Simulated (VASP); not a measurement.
# CaB15N15 (a cell with a defect) in VASP: relaxation of the atoms with PBE

Aim: the relaxation of the atoms of CaB15N15 (a cell with a defect) with PBE.

Everything below comes from runs of VASP 6.6.1. Logs are shortened: lines on timing, memory, paths and dates and some standing lists are left out, and cuts for length are marked.

### Step 1. The cell of the first run

The cell holds a defect, 31 atoms: a = 6.277 Å, b = 6.277 Å, c = 6.277 Å, α = 109.47°, β = 109.47°, γ = 109.47°.

### Step 2. Relaxation of the atoms, PBE, collinear spin

Contents of INCAR:

```
SYSTEM = CaB15N15
PREC = Accurate
ENCUT = 520
EDIFF = 1E-6
ISMEAR = 0
SIGMA = 0.01
LREAL = Auto
LASPH = .True.
NELM = 150
ALGO = Normal
ISIF = 2
LWAVE = .False.
LCHARG = .False.
ISPIN = 2
MAGMOM = 0.06 0 0 0.06 0 0 0.01 0 0 0 0 0.06 0.01 0 0.01 0.06 0 0 0 0 0 0 0 0 0 0 0.01 0 0 0.01 0.01
LORBIT = 11
NUPDOWN = 1.0
GGA = PE
IBRION = 2
NSW = 100
EDIFFG = -0.03
NELECT = 129.0
```

Contents of KPOINTS:

```
Automatic mesh
0
Gamma
  1 1 1
  0.25 0.25 0.25
```

Contents of POSCAR:

```
CaB15N15
1.0
   -3.6241103800      3.6241103800     -3.6241103800
    3.6241103800      3.6241103800      3.6241103800
    3.6241103800     -3.6241103800     -3.6241103800
B Ca N
15 1 15
Direct
    0.0000000000      0.0000000000      0.0000000000
    0.0000000000      0.2500000000      0.7500000000
    0.0000000000      0.5000000000      0.5000000000
    0.0000000000      0.7500000000      0.2500000000
    0.2500000000      0.0000000000      0.7500000000
    0.2500000000      0.5000000000      0.2500000000
    0.2500000000      0.7500000000      0.0000000000
    0.5000000000      0.0000000000      0.5000000000
    0.5000000000      0.2500000000      0.2500000000
    0.5000000000      0.5000000000      0.0000000000
    0.5000000000      0.7500000000      0.7500000000
    0.7500000000      0.0000000000      0.2500000000
    0.7500000000      0.2500000000      0.0000000000
    0.7500000000      0.5000000000      0.7500000000
    0.7500000000      0.7500000000      0.5000000000
    0.2500000000      0.2500000000      0.5000000000
    0.0000000000      0.2500000000      0.0000000000
    0.0000000000      0.5000000000      0.7500000000
    0.0000000000      0.7500000000      0.5000000000
    0.2500000000      0.0000000000      0.0000000000
    0.2500000000      0.2500000000      0.7500000000
    0.2500000000      0.5000000000      0.5000000000
    0.2500000000      0.7500000000      0.2500000000
    0.5000000000      0.0000000000      0.7500000000
    0.5000000000      0.2500000000      0.5000000000
    0.5000000000      0.5000000000      0.2500000000
    0.5000000000      0.7500000000      0.0000000000
    0.7500000000      0.0000000000      0.5000000000
    0.7500000000      0.2500000000      0.2500000000
    0.7500000000      0.5000000000      0.0000000000
    0.7500000000      0.7500000000      0.7500000000
```

Potentials or basis: VASP PAW PBE potentials, release 64 (B, Ca_sv, N).

Started as:

```sh
$ cat potpaw_PBE.64/B/POTCAR potpaw_PBE.64/Ca_sv/POTCAR potpaw_PBE.64/N/POTCAR > POTCAR
$ mpirun -np 1 vasp_std > vasp.out
```

OUTCAR:

```text
SYSTEM = CaB15N15
   PREC = Accurate
   ENCUT = 520
   EDIFF = 1E-6
   ISMEAR = 0
   LREAL = Auto
   LASPH = .True.
   NELM = 150
   ISIF = 2
   ISPIN = 2
   LORBIT = 11
   NUPDOWN = 1.0
   GGA = PE
   IBRION = 2
   NSW = 100
   EDIFFG = -0.03
   NELECT = 129.0

 ion  position               nearest neighbor table
   1  0.000  0.000  0.000-  17 1.57  20 1.57  31 1.57  16 2.56
   2  0.000  0.250  0.750-  17 1.57  18 1.57  21 1.57  28 1.57  16 2.56
   3  0.000  0.500  0.500-  18 1.57  19 1.57  22 1.57  29 1.57  16 2.56
   4  0.000  0.750  0.250-  19 1.57  23 1.57  30 1.57  16 2.56
   5  0.250  0.000  0.750-  19 1.57  20 1.57  21 1.57  24 1.57  16 2.56
   6  0.250  0.500  0.250-  17 1.57  22 1.57  23 1.57  26 1.57  16 2.56
   7  0.250  0.750  0.000-  18 1.57  20 1.57  23 1.57  27 1.57
   8  0.500  0.000  0.500-  23 1.57  24 1.57  25 1.57  28 1.57  16 2.56
   9  0.500  0.250  0.250-  20 1.57  25 1.57  26 1.57  29 1.57  16 2.56
  10  0.500  0.500  0.000-  21 1.57  26 1.57  27 1.57  30 1.57  16 2.56
  11  0.500  0.750  0.750-  22 1.57  24 1.57  27 1.57  31 1.57  16 2.56
  12  0.750  0.000  0.250-  27 1.57  28 1.57  29 1.57  16 2.56
  13  0.750  0.250  0.000-  17 1.57  24 1.57  29 1.57  30 1.57
  14  0.750  0.500  0.750-  18 1.57  25 1.57  30 1.57  31 1.57  16 2.56
  15  0.750  0.750  0.500-  19 1.57  26 1.57  28 1.57  31 1.57
  16  0.250  0.250  0.500-  21 1.57  22 1.57  25 1.57   6 2.56   8 2.56   9 2.56  10 2.56  11 2.56
                            14 2.56   2 2.56   3 2.56   5 2.56   1 2.56   4 2.56  12 2.56
  17  0.000  0.250  0.000-   1 1.57   2 1.57   6 1.57  13 1.57
  18  0.000  0.500  0.750-   2 1.57   3 1.57   7 1.57  14 1.57
  19  0.000  0.750  0.500-   3 1.57   4 1.57   5 1.57  15 1.57
  20  0.250  0.000  0.000-   1 1.57   5 1.57   7 1.57   9 1.57
  21  0.250  0.250  0.750-   2 1.57   5 1.57  10 1.57  16 1.57
  22  0.250  0.500  0.500-   3 1.57   6 1.57  11 1.57  16 1.57
  23  0.250  0.750  0.250-   4 1.57   6 1.57   7 1.57   8 1.57
  24  0.500  0.000  0.750-   5 1.57   8 1.57  11 1.57  13 1.57
  25  0.500  0.250  0.500-   8 1.57   9 1.57  14 1.57  16 1.57
  26  0.500  0.500  0.250-   6 1.57   9 1.57  10 1.57  15 1.57
  27  0.500  0.750  0.000-   7 1.57  10 1.57  11 1.57  12 1.57
  28  0.750  0.000  0.500-   2 1.57   8 1.57  12 1.57  15 1.57
  29  0.750  0.250  0.250-   3 1.57   9 1.57  12 1.57  13 1.57
  30  0.750  0.500  0.000-   4 1.57  10 1.57  13 1.57  14 1.57
  31  0.750  0.750  0.750-   1 1.57  11 1.57  14 1.57  15 1.57

  LATTYP: Found a body centered cubic cell.
 ALAT       =     7.2482207600

  Lattice vectors:

 A1 = (  -3.6241103800,   3.6241103800,  -3.6241103800)
 A2 = (   3.6241103800,   3.6241103800,   3.6241103800)
 A3 = (   3.6241103800,  -3.6241103800,  -3.6241103800)

Analysis of symmetry for initial positions (statically):
=====================================================================
 Subroutine PRICEL returns:
 Original cell was already a primitive cell.

[... 230 lines left out ...]
  Total       25.4448451     25.4448451     25.4448451     -8.7715596      8.7715596      8.7715596
  in kB      214.1145364    214.1145364    214.1145364    -73.8113521     73.8113521     73.8113521
  external PRESSURE =     214.1145364 kB  Pullay stress =       0.0000000 kB
[... 176 lines left out ...]
  FREE ENERGIE OF THE ION-ELECTRON SYSTEM (eV)
  ---------------------------------------------------
  free  energy   TOTEN  =      -260.9565009530 eV

  energy  without entropy=     -260.9508590572  energy(sigma->0) =     -260.95368001

[... ionic steps 4 to 17 ...]

--------------------------------------- Ionic step       18  -------------------------------------------

 number of electron     129.0000019 magnetization       1.0000000

------------------------ aborting loop because EDIFF is reached ----------------------------------------
[... 125 lines left out ...]
--------------------------------------- Ionic step       20  -------------------------------------------

 number of electron     129.0000019 magnetization       1.0000000

 Free energy of the ion-electron system (eV)
  ---------------------------------------------------
  ext. energy  EPLUGINS =         0.00000000
  ---------------------------------------------------
  free energy    TOTEN  =      -263.83995982 eV

  energy without entropy =     -263.83995982  energy(sigma->0) =     -263.83995982

 E-fermi :   7.5811     XC(G=0): -12.7094

 val. band max:        8.7773420427   @ k =   0.2500   0.2500   0.2500
 cond. band min:       9.7322024446   @ k =   0.2500   0.2500   0.2500
 fundamental gap:      0.9548604019
 Fermi energy:         8.9469520607

 spin component 1

 k-point     1 :       0.2500    0.2500    0.2500
  band No.  band energies     occupation
      1     -30.0847      1.00000
      2     -12.3528      1.00000
      3     -12.3528      1.00000
      4     -12.0138      1.00000
      5     -11.1407      1.00000
      6     -11.1167      1.00000
[... 68 lines left out ...]
     75      15.1291      0.00000
     76      15.1291      0.00000
 Fermi energy:         7.5810961365

 spin component 2

 k-point     1 :       0.2500    0.2500    0.2500
  band No.  band energies     occupation
      1     -30.0049      1.00000
      2     -12.3100      1.00000
      3     -12.3100      1.00000
      4     -11.9018      1.00000
      5     -11.0845      1.00000
      6     -11.0812      1.00000
[... 68 lines left out ...]
     75      15.2066      0.00000
     76      15.2066      0.00000
 [bands above 76 left out]

------------------------ aborting loop because EDIFF is reached ----------------------------------------

  FORCE on cell =-STRESS in cart. coord.  units (eV):
  Direction    XX          YY          ZZ          XY          YZ          ZX
  --------------------------------------------------------------------------------------
  -------------------------------------------------------------------------------------
  Total       14.1402070     14.1402070     14.1402070      0.9623140     -0.9623140     -0.9623140
  in kB      118.9877103    118.9877103    118.9877103      8.0977269     -8.0977269     -8.0977269
  external PRESSURE =     118.9877103 kB  Pullay stress =       0.0000000 kB
[... 46 lines left out ...]
  FREE ENERGIE OF THE ION-ELECTRON SYSTEM (eV)
  ---------------------------------------------------
  free  energy   TOTEN  =      -263.8399598167 eV

  energy  without entropy=     -263.8399598167  energy(sigma->0) =     -263.83995982

 reached required accuracy - stopping structural energy minimisation

 total charge

# of ion       s       p       d       tot
------------------------------------------
    1        0.725   1.379   0.000   2.105
    2        0.671   1.348   0.000   2.019
    3        0.671   1.348   0.000   2.019
    4        0.725   1.379   0.000   2.105
    5        0.671   1.348   0.000   2.019
    6        0.671   1.348   0.000   2.019
[... 23 lines left out ...]
   30        1.213   2.768   0.000   3.981
   31        1.213   2.768   0.000   3.981
--------------------------------------------------
tot         30.589  68.045   0.626  99.261

 magnetization (x)

# of ion       s       p       d       tot
------------------------------------------
    1        0.010   0.107   0.000   0.117
    2        0.003   0.004   0.000   0.007
    3        0.003   0.004   0.000   0.007
    4        0.010   0.107   0.000   0.117
    5        0.003   0.004   0.000   0.007
    6        0.003   0.004   0.000   0.007
[... 23 lines left out ...]
   30        0.000   0.011   0.000   0.011
   31        0.000   0.011   0.000   0.011
--------------------------------------------------
tot          0.077   0.434   0.043   0.555
```

OSZICAR:

```text
N       E                     dE             d eps       ncg     rms          rms(c)
DAV:   1     0.772845901188E+03    0.77285E+03   -0.68569E+04   320   0.160E+03
[... 201 lines left out ...]
  19 F= -.26383950E+03 E0= -.26383950E+03  d E =-.195579E-02  mag=     1.0000
       N       E                     dE             d eps       ncg     rms          rms(c)
DAV:   1    -0.263839883587E+03   -0.38020E-03   -0.84252E-02   320   0.115E+00    0.593E-02
DAV:   2    -0.263839978173E+03   -0.94586E-04   -0.14677E-03   408   0.153E-01    0.365E-02
DAV:   3    -0.263839961039E+03    0.17134E-04   -0.49445E-05   368   0.336E-02    0.190E-02
DAV:   4    -0.263839959687E+03    0.13520E-05   -0.23228E-05   400   0.201E-02    0.619E-03
DAV:   5    -0.263839959817E+03   -0.12933E-06   -0.32772E-06   272   0.881E-03
  20 F= -.26383996E+03 E0= -.26383996E+03  d E =-.455728E-03  mag=     1.0000
```

It took 48 min on 1 thread of Intel Xeon 8259CL, shared host; peak memory 0.43 GiB.

Results:

```
Free energy                                           : -263.8400 eV
Largest force after relaxing                          : 0.026 eV/Å
Net moment                                            : 1.00 μB per cell
Site moments                                          : B +0.12, +0.01 (each value once); Ca +0.09; N -0.00, +0.00, +0.01 (each value once) μB
Valence electrons inside the program's atomic spheres : B 2.10, 2.02, 2.08, 2.04 (each value once); Ca 8.65; N 3.96, 3.98, 4.06 (each value once)
```

Forces in eV/Å, atoms in the order of the input:
```
B    0.006  0.024 -0.006
B   -0.006 -0.004  0.001
B   -0.006 -0.001  0.004
B    0.006  0.006 -0.024
B   -0.001 -0.004  0.006
B   -0.001 -0.006  0.004
B    0.012 -0.001  0.001
B   -0.004 -0.001  0.006
B   -0.004 -0.006  0.001
B   -0.006 -0.006  0.006
B   -0.006 -0.006  0.006
B    0.024  0.006 -0.006
B   -0.001 -0.001 -0.012
B   -0.006 -0.006  0.006
B   -0.001  0.012  0.001
Ca  -0.008 -0.008  0.008
N   -0.019  0.000 -0.008
N    0.013 -0.011  0.011
N   -0.019  0.008  0.000
N    0.008  0.000  0.019
N    0.012  0.015 -0.012
N    0.012  0.012 -0.015
N    0.008 -0.019  0.000
N   -0.011 -0.011 -0.013
N    0.015  0.012 -0.012
N   -0.011  0.013  0.011
N    0.002 -0.003  0.003
N    0.000  0.008  0.019
N    0.000 -0.019 -0.008
N   -0.003 -0.003 -0.002
N   -0.003  0.002  0.003
```

Final structure:
```
B Ca N
1.0
    -3.62411    3.62411   -3.62411
     3.62411    3.62411    3.62411
     3.62411   -3.62411   -3.62411
B Ca N
15 1 15
Direct
  0.99492 0.99492 0.94821
  0.01237 0.25910 0.75946
  0.01237 0.50946 0.50910
  0.99492 0.69821 0.24492
  0.25910 0.01237 0.75946
  0.25910 0.50946 0.26237
  0.24713 0.75029 0.00029
  0.50946 0.01237 0.50910
  0.50946 0.25910 0.26237
  0.50052 0.50052 0.00582
  0.50052 0.75582 0.75052
  0.69821 0.99492 0.24492
  0.75029 0.24713 0.00029
  0.75582 0.50052 0.75052
  0.75029 0.75029 0.49713
  0.15064 0.15064 0.40064
  0.00053 0.25004 0.00801
  0.00990 0.50692 0.75692
  0.00053 0.75801 0.50004
  0.25004 0.00053 0.00801
  0.25715 0.25715 0.78868
  0.25715 0.53868 0.50715
  0.25004 0.75801 0.25053
  0.50692 0.00990 0.75692
  0.53868 0.25715 0.50715
  0.50692 0.50692 0.25990
  0.49927 0.75087 0.00087
  0.75801 0.00053 0.50004
  0.75801 0.25004 0.25053
  0.75087 0.49927 0.00087
  0.75087 0.75087 0.74927
```

Caveat: the k points lie up to 1.23 Å⁻¹ apart, too coarse for converged energies, forces and pressures; the cell carries a net charge on a neutralising background, which shifts energy and pressure; the cell is charged against a uniform background, so pressure and absolute levels hang on convention; the total moment is fixed, so each spin has its own Fermi level and the state may be an excited one.
